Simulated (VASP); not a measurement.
# Sn4O9 (a cell with a defect) in VASP: further runs, part 2 of 2

VASP 6.6.1. Earlier steps stand in the parts before.

## 5. Single point, PBE

INCAR

```
SYSTEM = Sn4O9
PREC = Accurate
ENCUT = 1000
EDIFF = 1E-6
ISMEAR = 0
SIGMA = 0.02
LREAL = .FALSE.
LASPH = .TRUE.
NELM = 120
ALGO = Normal
ISIF = 2
LWAVE = .FALSE.
LCHARG = .TRUE.
GGA = PE
LELF = .TRUE.
LVHAR = .TRUE.
NBANDS = 67
GGA_COMPAT = .FALSE.
```

KPOINTS

```
regular mesh
0
G
  3 3 3
  0 0 0
```

POSCAR

```
Sn4O9
1.0
   -4.8265176369      0.0000000000      3.2381666580
    4.8265176369      0.0000000000      3.2381666580
    0.0000000000      4.8283676022     -3.2381666580
Sn O
4 9
Direct
    0.2555347668      0.7533939234      0.5018930205
    0.7441809692      0.2464660160      0.4976062715
   -0.0000277806     -0.0099090249     -0.0100597146
    0.4998114651      0.4989485241     -0.0013522168
   -0.1352038311      0.2775564963      0.1903749001
    0.4999315386      0.8051841266      0.3050318703
    0.9463839708      0.7526645916      0.1926470966
    0.4344390797      0.2429420067      0.1836334913
    0.5654592643      0.7497449267      0.8084699264
    0.0532709292      0.2465274488      0.8061892384
    0.9999136798      0.6839423906      0.6837515848
    0.4997534470      0.1928276029      0.6925257717
    0.1355278711      0.3253614258      0.4125709068
```

Potentials or basis: VASP PAW PBE potentials, release 64 (Sn_d, O_h).

Run with:

```bash
cat potpaw_PBE.64/Sn_d/POTCAR potpaw_PBE.64/O_h/POTCAR > POTCAR
mpirun -np 1 vasp_std > vasp.out
```

OUTCAR:

```text
SYSTEM = Sn4O9
   PREC = Accurate
   ENCUT = 1000
   EDIFF = 1E-6
   ISMEAR = 0
   LREAL = .FALSE.
   LASPH = .TRUE.
   NELM = 120
   ISIF = 2
   GGA = PE

 ion  position               nearest neighbor table
   1  0.256  0.753  0.502-  11 2.07  12 2.07   6 2.08   7 2.11   9 2.12  13 2.15   5 2.38   2 3.19
                             2 3.28   3 3.73   3 3.76
   2  0.744  0.246  0.498-  11 2.07  12 2.07   6 2.08  10 2.11   8 2.12   5 2.14  13 2.38   1 3.19
                             1 3.28   3 3.73   3 3.75
   3  1.000  0.990  0.990-   8 2.05   9 2.05   7 2.07  10 2.07  11 2.09  13 2.26   5 2.26   4 3.24
                             4 3.24   2 3.73   1 3.73   2 3.75   1 3.76
   4  0.500  0.499  0.999-   8 2.08   9 2.08  12 2.09   6 2.09  10 2.11   7 2.11   3 3.24   3 3.24

   5  0.865  0.278  0.190-   2 2.14   3 2.26   1 2.38
   6  0.500  0.805  0.305-   1 2.08   2 2.08   4 2.09
   7  0.946  0.753  0.193-   3 2.07   4 2.11   1 2.11
   8  0.434  0.243  0.184-   3 2.05   4 2.08   2 2.12
   9  0.565  0.750  0.808-   3 2.05   4 2.08   1 2.12
  10  0.053  0.247  0.806-   3 2.07   4 2.11   2 2.11
  11  1.000  0.684  0.684-   1 2.07   2 2.07   3 2.09
  12  0.500  0.193  0.693-   2 2.07   1 2.07   4 2.09
  13  0.136  0.325  0.413-   1 2.15   3 2.26   2 2.38

  LATTYP: Found a face centered orthorhombic cell.
 ALAT       =     6.4763333160
 B/A-ratio  =     1.4905093365
 C/A-ratio  =     1.4910806367

  Lattice vectors:

 A1 = (   4.8265176369,   4.8283676022,   0.0000000000)
 A2 = (   0.0000000000,   4.8283676022,   3.2381666580)
 A3 = (   4.8265176369,   0.0000000000,   3.2381666580)

Analysis of symmetry for initial positions (statically):
=====================================================================
 Subroutine PRICEL returns:
 Original cell was already a primitive cell.

 Routine SETGRP: Setting up the symmetry group for a
 face centered orthorhombic supercell.

 Subroutine GETGRP returns: Found  1 space group operations
 (whereof  1 operations were pure point group operations)
 out of a pool of  8 trial point group operations.

The static configuration has the point symmetry C_1 .

Analysis of symmetry for dynamics (positions and initial velocities):
=====================================================================
 Subroutine PRICEL returns:
 Original cell was already a primitive cell.

 Routine SETGRP: Setting up the symmetry group for a
 face centered orthorhombic supercell.

 Subroutine GETGRP returns: Found  1 space group operations
 (whereof  1 operations were pure point group operations)
 out of a pool of  8 trial point group operations.

The dynamic configuration has the point symmetry C_1 .

 Subroutine INISYM returns: Found  1 space group operations
 (whereof  1 operations are pure point group operations),
 and found     1 'primitive' translations

----------------------------------------------------------------------------------------

                                     Primitive cell

[... 81 lines left out ...]
 -0.333333  0.333333 -0.333333      2.000000
 -0.333333 -0.333333  0.333333      2.000000
   k-points           NKPTS =     14   k-points in BZ     NKDIM =     14   number of bands    NBANDS=     67
   number of dos      NEDOS =    301   number of ions     NIONS =     13
   total plane-waves  NPLWV = 216000
   dimension x,y,z NGX =    60 NGY =   60 NGZ =   60
   dimension x,y,z NGXF=   120 NGYF=  120 NGZF=  120
   ions per type =               4   9
   NGX,Y,Z   is equivalent  to a cutoff of  17.16, 17.16, 17.16 a.u.
   NGXF,Y,Z  is equivalent  to a cutoff of  34.32, 34.32, 34.31 a.u.
 SYSTEM =  Sn4O9
   PREC   = accura    normal or accurate (medium, high low for compatibility)
   ISTART =      0    job   : 0-new  1-cont  2-samecut
   ICHARG =      2    charge: 1-file 2-atom 10-const
   ISPIN  =      1    spin polarized calculation?
   LNONCOLLINEAR =      F non collinear calculations
   LSORBIT =      F    spin-orbit coupling
   LASPH  =      T    aspherical Exc in radial PAW
   ENCUT  = 1000.0 eV  73.50 Ry    8.57 a.u.  14.99 14.99 14.99*2*pi/ulx,y,z
   NELM   =    120;   NELMIN=  2; NELMDL= -5     # of ELM steps
   EDIFF  = 0.1E-05   stopping-criterion for ELM
   LREAL  =      F    real-space projection
   EDIFFG = 0.1E-04   stopping-criterion for IOM
   NSW    =      0    number of steps for IOM
   IBRION =     -1    ionic relax: 0-MD 1-quasi-New 2-CG
   NFREE  =      0    steps in history (QN), initial steepest desc. (CG)
   ISIF   =      2    stress and relaxation
   ISYM   =      2    0-nonsym 1-usesym 2-fastsym
   POTIM  = 0.5000    time-step for ionic-motion
   TEBEG  =    0.0;   TEEND  =   0.0 temperature during run
   PSTRESS=    0.0 pullay stress
   NELECT =     110.0000    total number of electrons
   NUPDOWN=      -1.0000    fix difference up-down
   EMIN   =  10.00;   EMAX   =-10.00  energy-range for DOS
   EFERMI =   0.00;   METHOD = LEGACY
   ISMEAR =     0;   SIGMA  =   0.02  broadening in eV -4-tet -1-fermi 0-gaus
   EFERMI_NEDOS =   21; number of points for ismear=-14 and -15
   IALGO  =     38    algorithm
   IMIX   =      4    mixing-type and parameters
     AMIX     =   0.40;   BMIX     =  1.00
     AMIX_MAG =   1.60;   BMIX_MAG =  1.00
  volume/ion in A,a.u.               =      11.61        78.35
  Fermi-wavevector in a.u.,A,eV,Ry     =   1.473278  2.784091 29.532083  2.170547
  Thomas-Fermi vector in A             =   2.588190
   LORBIT       =      0    0 simple, 1 ext, 2 COOP (PROOUT), +10 PAW based schemes
   GGA     = PE    functional components
   LHFCALC =     F    Hartree Fock is set to
   AEXX    =    0.0000 exact exchange contribution
   IVDW    =     0    specifies the selected vdW correction
   LEPSILON=     F    determine dielectric tensor
   LRPA    =     F    only Hartree local field effects (RPA)
 non-spin polarized calculation
 Gauss-broadening in eV      SIGMA  =   0.02
  energy-cutoff  :     1000.00
  volume of cell :      150.93
 maximum number of plane-waves:     10893
   NGX = 29   NGY = 29   NGZ = 29

 number of electron     110.0000000 magnetization

 Free energy of the ion-electron system (eV)
  ---------------------------------------------------
  ext. energy  EPLUGINS =         0.00000000
  ---------------------------------------------------
  free energy    TOTEN  =       -76.58277608 eV

  energy without entropy =      -76.58277608  energy(sigma->0) =      -76.58277608

 E-fermi :   7.0696     XC(G=0): -11.3219

 val. band max:        6.8907283353   @ k =  -0.3333   0.3333   0.3333
 cond. band min:       7.2337638220   @ k =   0.0000   0.0000   0.0000
 fundamental gap:      0.3430354868
 Fermi energy:         7.0696247280

 k-point     1 :       0.0000    0.0000    0.0000
  band No.  band energies     occupation
      1     -15.1946      2.00000
      2     -14.6429      2.00000
      3     -14.3577      2.00000
      4     -14.1690      2.00000
      5     -14.0221      2.00000
      6     -14.0072      2.00000
[... 969 lines left out ...]
     66      16.6742      0.00000
     67      16.8535      0.00000

------------------------ aborting loop because EDIFF is reached ----------------------------------------

  FORCE on cell =-STRESS in cart. coord.  units (eV):
  Direction    XX          YY          ZZ          XY          YZ          ZX
  --------------------------------------------------------------------------------------
  -------------------------------------------------------------------------------------
  Total        6.5736429      6.5403578      7.6170079      2.2939331      1.8605950     -1.8746957
  in kB       69.7835849     69.4302413     80.8595964     24.3516235     19.7514519    -19.9011398
  external PRESSURE =      73.3578075 kB  Pullay stress =       0.0000000 kB

 VOLUME and BASIS-vectors are now :
 -----------------------------------------------------------------------------
  energy-cutoff  :     1000.00
  volume of cell :      150.93
      direct lattice vectors                 reciprocal lattice vectors
    -4.826517637  0.000000000  3.238166658    -0.103594359  0.103554667  0.154408359
     4.826517637  0.000000000  3.238166658     0.103594359  0.103554667  0.154408359
     0.000000000  4.828367602 -3.238166658     0.000000000  0.207109334  0.000000000

 POSITION                                       TOTAL-FORCE (eV/Angst)
 -----------------------------------------------------------------------------------
      2.40293      2.42332      1.64187         0.010261      0.065476      0.053305
     -2.40223      2.40263      1.59655         0.067224      0.011859     -0.055816
     -0.04769      4.77980      3.23856         0.002166      0.002527      0.000130
     -0.00416      4.82184      0.00036         0.018076      0.019054      0.000027
     -2.83432      0.91920      3.08266        -0.030284     -0.000524     -0.598204
      1.47331      1.47281      3.23844        -0.008321     -0.008013     -0.000282
     -0.93499      0.93017      4.87798        -0.062719      0.091459     -0.020298
     -0.92426      0.88665      1.59884        -0.014025     -0.091607      0.020298
      0.88946      3.90359      1.64089        -0.091361     -0.013339     -0.019629
      0.93276      3.89258     -1.63978         0.090482     -0.063761      0.021362
     -1.52504      3.30140      3.23850        -0.003383     -0.003880      0.000017
     -1.48138      3.34377      0.00018         0.020926      0.021343     -0.000325
      0.91623      1.99204      0.15646         0.000956     -0.030594      0.599414
 -----------------------------------------------------------------------------------
    total drift:                                0.001022      0.000915      0.000177

  FREE ENERGIE OF THE ION-ELECTRON SYSTEM (eV)
  ---------------------------------------------------
  free  energy   TOTEN  =       -76.5827760829 eV

  energy  without entropy=      -76.5827760829  energy(sigma->0) =      -76.58277608
```

Run time: 9.2 min. Hardware: 1 thread of Intel Xeon Platinum 8259CL at 2.50GHz (Skylake/Cascade Lake), shared host; peak memory 0.64 GiB.

What came out:

* Free energy: -76.5828 eV
* Pressure: 7.3 GPa
* Largest force: 0.600 eV/Å
* Band gap on the k mesh: 0.34 eV

Forces on the atoms (eV/Å):
```
Sn   0.010  0.065  0.053
Sn   0.067  0.012 -0.056
Sn   0.002  0.003  0.000
Sn   0.018  0.019  0.000
O   -0.030 -0.001 -0.598
O   -0.008 -0.008  0.000
O   -0.063  0.091 -0.020
O   -0.014 -0.092  0.020
O   -0.091 -0.013 -0.020
O    0.090 -0.064  0.021
O   -0.003 -0.004  0.000
O    0.021  0.021  0.000
O    0.001 -0.031  0.599
```

Caveat: the k points lie up to 0.45 Å⁻¹ apart; spin-orbit coupling is left out, which moves the levels of the heavy elements.

## 6. Overview

| cell | gap on the mesh (eV) | pressure (GPa) | largest force (eV/Å) |
| --- | --- | --- | --- |
| as given, atomic positions A | 0.63 | 8.7 | 0.42 |
| as given, atomic positions B | 0.34 | 7.3 | 0.60 |
| as given, atomic positions C | 0.69 | 10.0 | 0.04 |
| as given, atomic positions D | 0.34 | 7.3 | 0.60 |

Alike in all rows: task single point; level PBE; potentials or basis VASP PAW PBE potentials, release 64 (Sn_d, O_h); no spin polarisation; k mesh 3 × 3 × 3; cutoff (eV) 1000; smearing gaussian 0.02 eV.

Caveats: all runs use coarse meshes; spin-orbit coupling is left out, which moves the levels of the heavy elements.

Total energies depend on the potentials used, so only differences within one code and one set of settings carry meaning.
